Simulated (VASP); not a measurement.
Runs of VASP 6.6.1 on ZnSe. The structure is that of space group P4/nmm (No. 129), or close to it. The cells are those of the table. 

```csv
cell,gap on the mesh (eV),pressure (GPa),largest force (eV/Å)
"a = 4.308, b = 4.308, c = 5.860 Å, 4 atoms",(c),-7.9,1.43
"a = 4.308, b = 4.308, c = 5.197 Å, 4 atoms",(a),-4.3,0.29
"a = 4.167, b = 4.167, c = 5.529 Å, 4 atoms",(b),-3.6,0.47
"a = 4.167, b = 4.167, c = 5.860 Å, 4 atoms",1.49,-5.9,1.14
"a = 4.026, b = 4.026, c = 6.192 Å, 4 atoms",1.39,-5.3,1.47
```

Alike in all rows: task single point; level PBEsol; potentials or basis VASP PAW PBE potentials, release 64 (Zn, Se); no spin polarisation; k mesh 8 × 8 × 6; cutoff (eV) 520; smearing gaussian 0.05 eV.

Problem. Estimate the missing entries.

Solution. (a) 0.81; (b) 1.50; (c) 1.42.

Caveats: the cell stands under tension; the PAW data sets were made with another functional, which shifts forces and pressure a little.

A k mesh can miss the band edges, and the runs leave out spin-orbit coupling on Se.
